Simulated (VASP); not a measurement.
ReS:

```xyz
2
Lattice="0.0000 2.4629 2.4629 2.4629 0.0000 2.4629 2.4629 2.4629 0.0000" Properties=species:S:1:pos:R:3 pbc="T T T"
Re    0.0000    0.0000    0.0000
S     2.4629    2.4629    2.4629
```

Base run:

* Program: VASP 6.6.1
* Functional: PBE
* Potentials or basis: VASP PAW PBE potentials, release 64 (Re_sv_GW, S)
* Cutoff: 500 eV
* k mesh: 8 × 8 × 8
* Occupations: gaussian, width 0.1 eV
* Spin: no spin polarisation

Its results: pressure -1.6 GPa.

Problem. The run is repeated on the same cell with these changes: potentials or basis from VASP PAW PBE potentials, release 64 (Re_sv_GW, S) to VASP PAW PBE potentials, release 64 (Re, S); cutoff from 500 eV to 520 eV; further incar settings from ALGO = Normal; EDIFF = 1e-06; NBANDS = 18 to ALGO = Normal; EDIFF = 1e-06; NBANDS = 14; valence electrons from 21 to 13. What comes out?

Solution. Pressure 0.8 GPa.
